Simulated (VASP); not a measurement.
## Pb8N: single point with PBE

System: Pb8N, a slab with vacuum.

```
Pb N
1.0
     7.12950    0.00000    0.00000
    -3.56475    6.17433    0.00000
     0.00000    0.00000   18.12349
Pb N
8 1
Direct
  0.33333 0.16667 0.22071
  0.33333 0.66667 0.22071
  0.83333 0.16667 0.22071
  0.83333 0.66667 0.22071
  0.16667 0.33333 0.36546
  0.16667 0.83333 0.36546
  0.66667 0.33333 0.36546
  0.66667 0.83333 0.36546
  0.33333 0.66667 0.40990
```

| Property | Result |
| --- | --- |
| Program | VASP 6.6.1 |
| Task | single point |
| Functional | PBE |
| Potentials or basis | VASP PAW PBE potentials, release 64 (Pb_d, N) |
| Cutoff | 520 eV |
| k mesh | 6 × 6 × 1 |
| Occupations | gaussian, width 0.1 eV |
| Spin | no spin polarisation |

| Property | Result |
| --- | --- |
| Largest force | 0.813 eV/Å |
| Band gap on the k mesh | zero (an odd number of electrons rules out a gap without spin polarisation) |

Forces in eV/Å, atoms in the order of the input:
```
Pb   0.342  0.198 -0.228
Pb   0.000  0.000 -0.571
Pb  -0.342  0.198 -0.228
Pb   0.000 -0.395 -0.228
Pb   0.000 -0.680  0.445
Pb  -0.589  0.340  0.445
Pb   0.000  0.000 -0.093
Pb   0.589  0.340  0.445
N    0.000  0.000  0.012
```

Levels at points of the mesh, in eV from the Fermi level:
| k point | band 54 | band 55 | band 56 | band 57 | band 58 | band 59 | band 60 | band 61 | band 62 | band 63 |
| --- | --- | --- | --- | --- | --- | --- | --- | --- | --- | --- |
| (0.00, 0.00, 0.00) | -3.12 | -2.62 | -1.64 | -0.61 | -0.61 | 0.34 | 1.25 | 1.25 | 1.82 | 2.34 |
| (0.50, 0.00, 0.00) | -1.62 | -1.53 | -1.23 | -0.76 | -0.34 | -0.04 | 0.16 | 0.62 | 0.62 | 1.51 |

Wall time 9.9 min on 1 thread of Intel(R) Xeon(R) 6975P-C (Granite Rapids), with other jobs on the host, peak memory 0.95 GiB.

Caveat: spin-orbit coupling is left out, which moves the levels of the heavy elements.
